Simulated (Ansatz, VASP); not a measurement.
Ta in VASP and in Ansatz

```xyz
3
Lattice="4.6946 0.0000 0.0000 -2.3473 4.0656 0.0000 0.0000 0.0000 17.9165" Properties=species:S:1:pos:R:3 pbc="T T T"
Ta    0.0000    1.3552    8.4359
Ta    0.0000    4.0656    8.9583
Ta    2.3473    2.7104    9.4806
```

Alike in both runs: task single point; functional PBE; k mesh 9 × 9 × 1; occupations fermi-dirac, width 0.08 eV; non-collinear spin, spin-orbit coupling.

|  | VASP | Ansatz |
| --- | --- | --- |
| version | VASP 6.6.1 | Ansatz 0.2.0 |
| potentials or method | VASP PAW PBE potentials, release 64 (Ta_pv), cutoff 400 eV | all-electron LAPW |

|  | VASP | Ansatz | Ansatz less VASP |
| --- | --- | --- | --- |
| rms of the force components (eV/Å) | 0.010 | 0.001 | -0.0099 |
| net moment per atom (μB) | 0.00 | 0.00 | 0.000 |

Atom by atom the forces differ by 0.010 eV/Å (rms over components). Ansatz ran all-electron here, and VASP with PAW potentials.
